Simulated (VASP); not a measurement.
Runs of VASP 6.6.1 on V3H. The structure is that of space group Pm-3m (No. 221), or close to it. The cells are those of the table. 

| task | spin | cell | k mesh | cutoff (eV) | gap on the mesh (eV) | pressure (GPa) | relaxed volume (Å³/atom) |
| --- | --- | --- | --- | --- | --- | --- | --- |
| relaxation of cell and atoms | off | relaxed from a = 3.524 Å, 4 atoms | 6 × 6 × 6 | 600 | none | 0.0 | 11.58 |
| single point | off | a = 3.588 Å, 4 atoms | 6 × 6 × 6 | 520 | none | (a) | - |
| single point | collinear, ferromagnetic start | a = 3.524 Å, 4 atoms | 6 × 6 × 6 | 520 | none | 9.0 | - |
| relaxation of cell and atoms | off | relaxed from a = 3.588 Å, 4 atoms | 14 × 14 × 14 | 600 | none | 0.0 | 11.58 |
| single point | off | a = 3.590 Å, 4 atoms | 14 × 14 × 14 | 520 | none | 0.2 | - |

Alike in all rows: level PBE; potentials or basis VASP PAW PBE potentials, release 64 (V_sv, H); smearing gaussian 0.1 eV.

**Question.** Estimate the missing entries.

**Answer.** (a) 0.3.

A gap of «none» marks levels without a gap at the run's occupations.
